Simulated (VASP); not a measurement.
# HfN (Cmcm) in VASP: single point with LDA

Aim: the single point of HfN with LDA.

All numbers are computed with VASP 6.6.1; they aren't measurements. Logs are shortened: lines on timing, memory, paths and dates and some standing lists are left out, and cuts for length are marked.

## 1. The cell of the first run

The structure is orthorhombic, space group Cmcm (No. 63). The conventional cell has a = 4.468 Å, b = 4.468 Å, c = 4.468 Å, α = 90.00°, β = 90.00°, γ = 90.00°. Within 2.8 Å of Hf (site symmetry m2m) lie 6 N at 2.14 to 2.33 Å. N (site symmetry m2m) has 6 Hf at 2.14 to 2.33 Å within 2.8 Å.

## 2. Single point, LDA (atoms displaced along a vibrational mode)

The input, INCAR:

```
ALGO = Normal
EDIFF = 1E-6
ENCUT = 520
GGA = CA
ISIF = 2
ISMEAR = 0
LASPH = T
LCHARG = F
LREAL = F
LWAVE = F
NBANDS = 23
NELM = 100
PREC = Accurate
SIGMA = 0.15
```

The input, KPOINTS:

```
k-points
0
Gamma
  14 14 10
```

The input, POSCAR:

```
HfN
1.0
    0.0000000000     -2.2339756809     -2.2339756809
    0.0000000000      2.2339756809     -2.2339756809
    4.4679513618      0.0000000000      0.0000000000
Hf N
2 2
Direct
    0.5147328964      0.4852671036      0.5000000000
   -0.0147328964      0.0147328964      0.0000000000
    0.5067364756      0.4932635244      0.0000000000
   -0.0067364756      0.0067364756      0.5000000000
```

Potentials or basis: VASP PAW LDA potentials, release 64 (Hf_pv, N).

The run is started by

```sh
cat potpaw_LDA.64/Hf_pv/POTCAR potpaw_LDA.64/N/POTCAR > POTCAR
mpirun -np 1 vasp_std > vasp.out
```

OUTCAR:

```text
EDIFF = 1E-6
   ENCUT = 520
   GGA = CA
   ISIF = 2
   ISMEAR = 0
   LASPH = T
   LREAL = F
   NELM = 100
   PREC = Accurate

 ion  position               nearest neighbor table
   1  0.515  0.485  0.500-   4 2.14   3 2.23   3 2.23   4 2.24   4 2.24   4 2.33   2 3.07   2 3.07
                             2 3.16   2 3.16   2 3.16   2 3.16   2 3.25   2 3.25
   2  0.985  0.015  0.000-   3 2.14   4 2.23   4 2.23   3 2.24   3 2.24   3 2.33   1 3.07   1 3.07
                             1 3.16   1 3.16   1 3.16   1 3.16   1 3.25   1 3.25
   3  0.507  0.493  0.000-   2 2.14   1 2.23   1 2.23   2 2.24   2 2.24   2 2.33
   4  0.993  0.007  0.500-   1 2.14   2 2.23   2 2.23   1 2.24   1 2.24   1 2.33

  LATTYP: Found a simple tetragonal cell.
 ALAT       =     3.1593187059
 C/A-ratio  =     1.4142135624

  Lattice vectors:

 A1 = (   0.0000000000,  -2.2339756809,  -2.2339756809)
 A2 = (   0.0000000000,   2.2339756809,  -2.2339756809)
 A3 = (   4.4679513618,   0.0000000000,   0.0000000000)

Analysis of symmetry for initial positions (statically):
=====================================================================
 Subroutine PRICEL returns:
 Original cell was already a primitive cell.

 Routine SETGRP: Setting up the symmetry group for a
 simple tetragonal supercell.

 Subroutine GETGRP returns: Found  8 space group operations
 (whereof  4 operations were pure point group operations)
 out of a pool of 16 trial point group operations.

The static configuration has the point symmetry C_2v.
 The point group associated with its full space group is D_2h.

Analysis of symmetry for dynamics (positions and initial velocities):
=====================================================================
 Subroutine PRICEL returns:
 Original cell was already a primitive cell.

 Routine SETGRP: Setting up the symmetry group for a
 simple tetragonal supercell.

 Subroutine GETGRP returns: Found  8 space group operations
 (whereof  4 operations were pure point group operations)
 out of a pool of 16 trial point group operations.

The dynamic configuration has the point symmetry C_2v.
 The point group associated with its full space group is D_2h.

 Subroutine INISYM returns: Found  8 space group operations
 (whereof  4 operations are pure point group operations),
 and found     1 'primitive' translations

----------------------------------------------------------------------------------------

                                     Primitive cell

  volume of cell :      44.5959

  direct lattice vectors                    reciprocal lattice vectors
     0.000000000 -2.233975681 -2.233975681     0.000000000 -0.223816223 -0.223816223
     0.000000000  2.233975681 -2.233975681     0.000000000  0.223816223 -0.223816223
     4.467951362  0.000000000  0.000000000     0.223816223  0.000000000  0.000000000

  length of vectors
     3.159318706  3.159318706  4.467951362     0.316523939  0.316523939  0.223816223

  position of ions in fractional coordinates (direct lattice)
     0.514732896  0.485267104  0.500000000
     0.985267104  0.014732896  0.000000000
     0.506736476  0.493263524  0.000000000
     0.993263524  0.006736476  0.500000000

  ion indices of the primitive-cell ions
   primitive index   ion index
                 1           1
                 2           2
                 3           3
                 4           4

----------------------------------------------------------------------------------------

 KPOINTS: k-points

Automatic generation of k-mesh.
 Grid dimensions read from file:
 generate k-points for:   14   14   10

 Generating k-lattice:

  Cartesian coordinates                     Fractional coordinates (reciprocal lattice)
     0.000000000 -0.015986873 -0.015986873     0.071428571  0.000000000  0.000000000
     0.000000000  0.015986873 -0.015986873     0.000000000  0.071428571  0.000000000
     0.022381622  0.000000000  0.000000000     0.000000000  0.000000000  0.100000000

  Length of vectors
     0.022608853  0.022608853  0.022381622

  Shift w.r.t. Gamma in fractional coordinates (k-lattice)
     0.000000000  0.000000000  0.000000000

 Subroutine IBZKPT returns following result:
 ===========================================

 Found    342 irreducible k-points:

 Following reciprocal coordinates:
            Coordinates               Weight
  0.000000  0.000000  0.000000      1.000000
  0.071429  0.000000  0.000000      4.000000
  0.142857  0.000000  0.000000      4.000000
  0.214286  0.000000  0.000000      4.000000
  0.285714  0.000000  0.000000      4.000000
  0.357143  0.000000  0.000000      4.000000
[... 16 lines left out ...]
 -0.142857  0.142857  0.000000      2.000000
  0.214286  0.142857  0.000000      4.000000
 [... further k-points ...]
   k-points           NKPTS =    342   k-points in BZ     NKDIM =    342   number of bands    NBANDS=     23
   number of dos      NEDOS =    301   number of ions     NIONS =      4
   total plane-waves  NPLWV =  20736
   dimension x,y,z NGX =    24 NGY =   24 NGZ =   36
   dimension x,y,z NGXF=    48 NGYF=   48 NGZF=   72
   ions per type =               2   2
   NGX,Y,Z   is equivalent  to a cutoff of  12.63, 12.63, 13.40 a.u.
   NGXF,Y,Z  is equivalent  to a cutoff of  25.26, 25.26, 26.79 a.u.
 SYSTEM =  unknown system
   PREC   = accura    normal or accurate (medium, high low for compatibility)
   ISTART =      0    job   : 0-new  1-cont  2-samecut
   ICHARG =      2    charge: 1-file 2-atom 10-const
   ISPIN  =      1    spin polarized calculation?
   LNONCOLLINEAR =      F non collinear calculations
   LSORBIT =      F    spin-orbit coupling
   LASPH  =      T    aspherical Exc in radial PAW
   ENCUT  =  520.0 eV  38.22 Ry    6.18 a.u.   5.87  5.87  8.31*2*pi/ulx,y,z
   NELM   =    100;   NELMIN=  2; NELMDL= -5     # of ELM steps
   EDIFF  = 0.1E-05   stopping-criterion for ELM
   LREAL  =      F    real-space projection
   EDIFFG = 0.1E-04   stopping-criterion for IOM
   NSW    =      0    number of steps for IOM
   IBRION =     -1    ionic relax: 0-MD 1-quasi-New 2-CG
   NFREE  =      0    steps in history (QN), initial steepest desc. (CG)
   ISIF   =      2    stress and relaxation
   ISYM   =      2    0-nonsym 1-usesym 2-fastsym
   POTIM  = 0.5000    time-step for ionic-motion
   TEBEG  =    0.0;   TEEND  =   0.0 temperature during run
   PSTRESS=    0.0 pullay stress
   NELECT =      30.0000    total number of electrons
   NUPDOWN=      -1.0000    fix difference up-down
   EMIN   =  10.00;   EMAX   =-10.00  energy-range for DOS
   EFERMI =   0.00;   METHOD = LEGACY
   ISMEAR =     0;   SIGMA  =   0.15  broadening in eV -4-tet -1-fermi 0-gaus
   EFERMI_NEDOS =   21; number of points for ismear=-14 and -15
   IALGO  =     38    algorithm
   IMIX   =      4    mixing-type and parameters
     AMIX     =   0.40;   BMIX     =  1.00
     AMIX_MAG =   1.60;   BMIX_MAG =  1.00
  volume/ion in A,a.u.               =      11.15        75.24
  Fermi-wavevector in a.u.,A,eV,Ry     =   1.434444  2.710705 27.995735  2.057628
  Thomas-Fermi vector in A             =   2.553851
   LORBIT       =      0    0 simple, 1 ext, 2 COOP (PROOUT), +10 PAW based schemes
   GGA     = CA    functional components
   LHFCALC =     F    Hartree Fock is set to
   AEXX    =    0.0000 exact exchange contribution
   IVDW    =     0    specifies the selected vdW correction
   LEPSILON=     F    determine dielectric tensor
   LRPA    =     F    only Hartree local field effects (RPA)
 non-spin polarized calculation
 Gauss-broadening in eV      SIGMA  =   0.15
  energy-cutoff  :      520.00
  volume of cell :       44.60
 maximum number of plane-waves:      1240
   NGX = 11   NGY = 11   NGZ = 17

 number of electron      30.0000002 magnetization

 Free energy of the ion-electron system (eV)
  ---------------------------------------------------
  ext. energy  EPLUGINS =         0.00000000
  ---------------------------------------------------
  free energy    TOTEN  =       -47.62116841 eV

  energy without entropy =      -47.60677950  energy(sigma->0) =      -47.61397395

 E-fermi :   8.5014     XC(G=0): -13.1473

 val. band max:        8.4971882493   @ k =   0.1429   0.0000   0.2000
 cond. band min:       8.5073866995   @ k =   0.5000   0.1429   0.2000
 fundamental gap:      0.0101984501
 Fermi energy:         8.5014028960

 k-point     1 :       0.0000    0.0000    0.0000
  band No.  band energies     occupation
      1     -23.2240      2.00000
      2     -22.6687      2.00000
      3     -22.6461      2.00000
      4     -22.3058      2.00000
      5     -22.2990      2.00000
      6     -22.2865      2.00000
[... 15 lines left out ...]
     22      12.8585      0.00000
     23      14.4882      0.00000

 k-point     2 :       0.0714    0.0000    0.0000
  band No.  band energies     occupation
      1     -23.2106      2.00000
      2     -22.6878      2.00000
      3     -22.6465      2.00000
      4     -22.3406      2.00000
      5     -22.3024      2.00000
      6     -22.2956      2.00000
[... 15 lines left out ...]
     22      13.1467      0.00000
     23      13.9218      0.00000

 k-point     3 :       0.1429    0.0000    0.0000
  band No.  band energies     occupation
      1     -23.1715      2.00000
      2     -22.7600      2.00000
      3     -22.6280      2.00000
      4     -22.4446      2.00000
      5     -22.3226      2.00000
      6     -22.3041      2.00000
[... 15 lines left out ...]
     22      13.4697      0.00000
     23      13.9147      0.00000
[... 495 lines left out ...]
 k-point    23 :      -0.1429    0.1429    0.0000
  band No.  band energies     occupation
      1     -23.1225      2.00000
      2     -22.7570      2.00000
      3     -22.7032      2.00000
      4     -22.5147      2.00000
      5     -22.3659      2.00000
      6     -22.3542      2.00000
[... 15 lines left out ...]
     22      13.8527      0.00000
     23      14.1457      0.00000

 k-point    24 :       0.2143    0.1429    0.0000
  band No.  band energies     occupation
      1     -23.0654      2.00000
      2     -22.8593      2.00000
      3     -22.6710      2.00000
      4     -22.6294      2.00000
      5     -22.3926      2.00000
      6     -22.3916      2.00000
[... 15 lines left out ...]
     22      14.2362      0.00000
     23      14.4264      0.00000

 [... further k-points ...]
[... 5 lines left out ...]
  --------------------------------------------------------------------------------------
  -------------------------------------------------------------------------------------
  Total       -0.3587675      0.9632567     -0.2157656      0.0000000      0.0000000      0.0000000
  in kB      -12.8892706     34.6064714     -7.7517095      0.0000000      0.0000000      0.0000000
  external PRESSURE =       4.6551638 kB  Pullay stress =       0.0000000 kB

 VOLUME and BASIS-vectors are now :
 -----------------------------------------------------------------------------
  energy-cutoff  :      520.00
  volume of cell :       44.60
      direct lattice vectors                 reciprocal lattice vectors
     0.000000000 -2.233975681 -2.233975681     0.000000000 -0.223816223 -0.223816223
     0.000000000  2.233975681 -2.233975681     0.000000000  0.223816223 -0.223816223
     4.467951362  0.000000000  0.000000000     0.223816223  0.000000000  0.000000000

 POSITION                                       TOTAL-FORCE (eV/Angst)
 -----------------------------------------------------------------------------------
      2.23398     -0.06583     -2.23398         0.000000      1.471352      0.000000
      0.00000     -2.16815     -2.23398         0.000000     -1.471352      0.000000
      0.00000     -0.03010     -2.23398         0.000000      0.892264      0.000000
      2.23398     -2.20388     -2.23398         0.000000     -0.892264      0.000000
 -----------------------------------------------------------------------------------
    total drift:                               -0.000000     -0.000000     -0.000000

  FREE ENERGIE OF THE ION-ELECTRON SYSTEM (eV)
  ---------------------------------------------------
  free  energy   TOTEN  =       -47.6211684093 eV

  energy  without entropy=      -47.6067794974  energy(sigma->0) =      -47.61397395
```

It took 4.5 min on 1 thread of Intel Xeon 8259CL, shared host; peak memory 0.39 GiB.

Results:

```yaml
Free_energy: -47.6212 eV
Pressure: 0.5 GPa
Largest_force: 1.471 eV/Å
Band_gap_on_the_k_mesh: zero (bands 15 and 16 overlap by 6.93 eV)
```

Forces on the atoms (eV/Å):
```
Hf   0.000  1.471  0.000
Hf   0.000 -1.471  0.000
N    0.000  0.892  0.000
N    0.000 -0.892  0.000
```

Levels at points of the mesh, in eV from the Fermi level:
```csv
k point,band 13,band 14,band 15,band 16,band 17,band 18
"(0.00, 0.00, 0.00)",-3.08,-3.04,-2.66,-0.43,-0.38,-0.18
"(0.50, 0.00, 0.00)",-5.45,-5.23,1.60,1.65,2.22,2.78
"(0.50, 0.50, 0.00)",-3.69,-3.63,-3.62,-3.51,4.05,4.26
"(0.00, 0.00, 0.50)",-3.88,-3.88,-2.19,-2.19,2.98,2.98
"(0.50, 0.00, 0.50)",-6.31,-6.31,3.42,3.42,3.73,3.73
"(0.50, 0.50, 0.50)",-5.37,-5.37,1.16,1.16,1.18,1.18
```

Caveat: the cell differs from its parent crystal (atoms displaced along a vibrational mode); spin-orbit coupling is left out, which moves the levels of the heavy elements; forces of over 1 eV/Å act on the atoms, so gaps and moduli don't describe the material at rest.
